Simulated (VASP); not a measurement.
# Sr3Ta2O: single point with PBE

Sr3Ta2O:

```
CELL_PARAMETERS angstrom
5.82301 0.00000 0.00000
-2.91150 5.04287 0.00000
0.00000 0.00000 5.52593
ATOMIC_POSITIONS crystal
Sr 0.50000 0.00000 0.00000
Sr 0.00000 0.50000 0.00000
Sr 0.50000 0.50000 0.00000
Ta 0.00000 0.00000 0.79154
Ta 0.00000 0.00000 0.20846
O 0.00000 0.00000 0.50000
```

The cell was generated, and may not be a known phase.

```yaml
Program: VASP 6.6.1
Task: single point
Functional: PBE
Potentials_or_basis: VASP PAW PBE potentials, release 64 (Sr_sv, Ta_sv_GW, O)
Cutoff: 700 eV
k_mesh: 3 × 3 × 4
Occupations: gaussian, width 0.1 eV
Spin: no spin polarisation
Dipole_correction: no
Further_INCAR_settings: ALGO = Normal; EDIFF = 1e-06; NBANDS = 40
```

- Pressure: 36.0 GPa
- Largest force: 12.958 eV/Å
- Band gap on the k mesh: zero (bands 31 and 32 overlap by 0.71 eV)

Forces in eV/Å, atoms in the order of the input:
```
Sr    0.000   0.000   0.000
Sr    0.000   0.000   0.000
Sr    0.000   0.000   0.000
Ta    0.000   0.000  12.958
Ta    0.000   0.000 -12.958
O     0.000   0.000   0.000
```

Stress tensor (GPa, compression positive):
```
24.66  0.00  0.00
 0.00 24.66  0.00
 0.00  0.00 58.77
```

Levels at points of the mesh, in eV from the Fermi level:
```csv
k point,band 29,band 30,band 31,band 32,band 33,band 34
"(0.00, 0.00, 0.00)",-0.30,-0.14,0.20,0.71,0.71,1.22
"(0.00, 0.00, 0.50)",-1.32,-1.32,-1.26,-0.51,0.84,0.84
```

It took 2.1 min on 1 thread of Intel(R) Xeon(R) Platinum 8375C CPU @ 2.90GHz (Ice Lake) (shared host), peak memory 0.39 GiB.

Caveat: the k points lie up to 0.42 Å⁻¹ apart, too coarse for converged energies and pressures of a metal; spin-orbit coupling is left out, which moves the levels of the heavy elements; forces of over 1 eV/Å act on the atoms, so gaps and moduli don't describe the material at rest.
